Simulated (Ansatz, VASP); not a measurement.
# Co in VASP and in Ansatz

Contents of INCAR:

```
PREC = Accurate
ENCUT = 520
EDIFF = 1E-6
ISMEAR = -1
SIGMA = 0.05
LREAL = False
LASPH = True
NELM = 150
ALGO = Normal
ISIF = 2
LWAVE = False
LCHARG = False
ISPIN = 2
MAGMOM = 2
LORBIT = 11
LMAXMIX = 4
LDIPOL = True
IDIPOL = 3
DIPOL = 0.5 0.5 0.294
GGA = PE
IBRION = 2
NSW = 80
EDIFFG = -0.02
LUSENCCL = False
```

File KPOINTS:

```
regular mesh
0
Gamma
  13 13 1
```

The input POSCAR:

```
Co
1.0
    2.3471500000      0.0000000000      0.0000000000
   -1.1735800000      2.0326900000      0.0000000000
    0.0000000000      0.0000000000     23.8000000000
Co
1
Direct
    0.0000000000      0.0000000000      0.2941200000
```

The input input.yaml:

```yaml
crystal:
  lattice:
    - [2.34715, 0.0, 0.0]
    - [-1.17358, 2.03269, 0.0]
    - [0.0, 0.0, 23.8]
  atoms:
    - { symbol: Co, position: [0.0, 0.0, 0.29412], spin: 2.0 }
  periodic: [true, true, false]
kpoints:
  mp_grid: { grid: [13, 13, 1] }
scf:
  occupations: { method: fermi_dirac, width: 0.05 }
hamiltonian:
  xc: pbe
  pseudopotentials: { kind: all_electron, lapw: { basis_error: 0.002 } }
magnetization:
  spin_polarized: true
output:
  forces: true
  stress: true
relax:
  f_tol: 0.02
  max_steps: 60
```

Alike in both runs: task relaxation of the atoms; functional PBE; k mesh 13 × 13 × 1; occupations fermi-dirac, width 0.05 eV; collinear spin.

|  | VASP | Ansatz |
| --- | --- | --- |
| version | VASP 6.6.1 | Ansatz 0.2.0 |
| potentials or method | VASP PAW PBE potentials, release 64 (Co), cutoff 520 eV | all-electron LAPW, scalar-relativistic |

```tsv
	VASP	Ansatz	Ansatz less VASP
net moment per atom (μB)	1.72	1.72	+0.001
size of the moment on the site where the two differ most (μB)	1.77	1.82	+0.047
```

Site moments also hang on the region over which each program counts them. Ansatz ran all-electron here, and VASP with PAW potentials.

Noted on VASP's run: the relaxation stopped at its first step, so nothing moved. Noted on Ansatz's run: the relaxation stopped at its first step, so nothing moved.
